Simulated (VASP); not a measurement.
ZrO2, 3 atoms in the cell. Symmetry: Fm-3m, No. 225, cubic system. Conventional cell: a = 5.166 Å, b = 5.166 Å, c = 5.166 Å, α = 90.00°, β = 90.00°, γ = 90.00°. Zr (site symmetry m-3m) has 8 O at 2.24 Å within 3.0 Å. Within 3.0 Å of O (site symmetry -43m) lie 4 Zr at 2.24 Å and 6 O at 2.58 Å. 

- Program: VASP 6.6.1
- Task: single point
- Functional: PBE
- Potentials or basis: VASP PAW PBE potentials, release 64 (Zr_sv, O)
- Cutoff: 600 eV
- k mesh: 8 × 8 × 8
- Occupations: gaussian, width 0.02 eV
- Spin: no spin polarisation
- Dipole correction: no
- Further INCAR settings: ALGO = Normal; EDIFF = 1e-06; NBANDS = 19

Potentials or basis: VASP PAW PBE potentials, release 64 (Zr_sv, O).

Run with:

```console
$ cat potpaw_PBE.64/Zr_sv/POTCAR potpaw_PBE.64/O/POTCAR > POTCAR
$ mpirun -np 1 vasp_std > vasp.out
```

Hardware: 1 thread of Intel(R) Xeon(R) 6975P-C (Granite Rapids) (shared host).

Problem. Estimate the wall time of this run.

Solution. Wall time 16 s on 1 thread of Intel(R) Xeon(R) 6975P-C (Granite Rapids), on a shared host, peak memory 0.17 GiB. Counts: scf iterations 15, k points 29.
